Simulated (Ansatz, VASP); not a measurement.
Cr in VASP and in Ansatz

The input INCAR:

```
PREC     = Accurate       # precision mode
ENCUT    = 520            # plane-wave cutoff, eV
EDIFF    = 1E-6           # SCF threshold, eV
ISMEAR   = 1              # smearing method
SIGMA    = 0.6            # smearing width, eV
LREAL    = F              # projectors in reciprocal space
LASPH    = T              # aspherical terms in the spheres
NELM     = 80             # most SCF steps
ALGO     = Normal         # electronic algorithm
ISIF     = 2              # what is computed and relaxed
LWAVE    = F              # write WAVECAR
LCHARG   = F              # write CHGCAR
GGA      = PE             # functional
NBANDS   = 12             # bands
```

KPOINTS

```
regular mesh
0
Gamma
  15 15 15
```

The input POSCAR:

```
Cr
1.0
   -1.4243177237      1.4243177237      1.4243177237
    1.4243177237     -1.4243177237      1.4243177237
    1.4243177237      1.4243177237     -1.4243177237
Cr
1
Direct
    0.0000000000      0.0000000000      0.0000000000
```

Input for Ansatz:

```yaml
crystal:
  lattice:
    - [-1.4243177237, 1.4243177237, 1.4243177237]
    - [1.4243177237, -1.4243177237, 1.4243177237]
    - [1.4243177237, 1.4243177237, -1.4243177237]
  atoms:
    - { symbol: Cr, position: [0.0, 0.0, 0.0] }
hamiltonian:
  xc: pbe
  pseudopotentials:
    kind: paw
    azcp:
      Cr: "pseudopotentials/Cr.paw.azcp"
basis:
  ecutwfc: 420
  fft_grid_basis: typed
kpoints:
  mp_grid: { grid: [15, 15, 15], shift: [0, 0, 0] }
magnetization:
  spin_polarized: false
scf:
  occupations: { method: cold, width: 0.6 }
  lower_state_search: "off"
output:
  stress: true
```

Alike in both runs: task single point; functional PBE; k mesh 15 × 15 × 15; no spin polarisation.

|  | VASP | Ansatz |
| --- | --- | --- |
| version | VASP 6.6.1 | Ansatz 0.2.0 |
| potentials or method | VASP PAW PBE potentials, release 64 (Cr_pv), cutoff 520 eV | plane waves (420 eV) with PAW, scalar-relativistic |
| occupations | methfessel-paxton of order 1, width 0.6 eV | cold, width 0.6 eV |
| valence electrons in the cell | 12 | 14 |

Ansatz gave:

```
pressure (GPa) : -0.9
```

Task: What did VASP give for the same quantities?

Result: Pressure (GPa): -1.2.

VASP's potentials hold 12 valence electrons a cell and Ansatz's 14, so a difference there can come from the potentials and not from the codes.
